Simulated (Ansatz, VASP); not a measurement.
# Ir in VASP and in Ansatz

Contents of INCAR:

```
PREC     = Accurate       # precision mode
ENCUT    = 520            # plane-wave cutoff, eV
EDIFF    = 1E-6           # SCF threshold, eV
ISMEAR   = -1             # smearing method
SIGMA    = 0.05           # smearing width, eV
LREAL    = F              # projectors in reciprocal space
LASPH    = T              # aspherical terms in the spheres
NELM     = 60             # most SCF steps
ALGO     = Fast           # electronic algorithm
ISIF     = 2              # what is computed and relaxed
LWAVE    = F              # write WAVECAR
LCHARG   = F              # write CHGCAR
GGA      = CA             # functional
NBANDS   = 10             # bands
```

File KPOINTS:

```
regular mesh
0
Gamma
  12 12 12
```

File POSCAR:

```
Ir
1.0
    0.0000000000      1.9027432368      1.9027432368
    1.9027432368      0.0000000000      1.9027432368
    1.9027432368      1.9027432368      0.0000000000
Ir
1
Direct
    0.0000000000      0.0000000000      0.0000000000
```

The input input.yaml:

```yaml
crystal:
  lattice:
    - [0.0, 1.9027432368, 1.9027432368]
    - [1.9027432368, 0.0, 1.9027432368]
    - [1.9027432368, 1.9027432368, 0.0]
  atoms:
    - { symbol: Ir, position: [0.0, 0.0, 0.0] }
kpoints:
  mp_grid: { grid: [12, 12, 12] }
scf:
  occupations: { method: fermi_dirac, width: 0.05 }
hamiltonian:
  xc: lda
  pseudopotentials: { kind: all_electron, lapw: { basis_error: 0.001 } }
output:
  forces: true
  stress: true
  eigenvalues: true
```

Change from the starting cell: volume scaled by 0.98.

Alike in both runs: task single point; functional LDA; k mesh 12 × 12 × 12; occupations fermi-dirac, width 0.05 eV; no spin polarisation.

```csv
,VASP,Ansatz
version,VASP 6.6.1,Ansatz 0.2.0
potentials or method,"VASP PAW LDA potentials, release 64 (Ir), cutoff 520 eV","all-electron LAPW, scalar-relativistic"
```

VASP gave:

| Item | Value |
| --- | --- |
| gap on the k mesh at the Fermi level (eV) | none |
| pressure (GPa) | 3.9 |

Task: What did Ansatz give for the same quantities?

Result: gap on the k mesh at the Fermi level (eV): none; pressure (GPa): 1.4.

LDA's correlation is that of Perdew and Zunger in VASP and of Perdew and Wang (1992) in Ansatz. A gap of «none» marks a metal or a gap that the smearing closes. Ansatz ran all-electron here, and VASP with PAW potentials.

Spin-orbit coupling is off throughout.
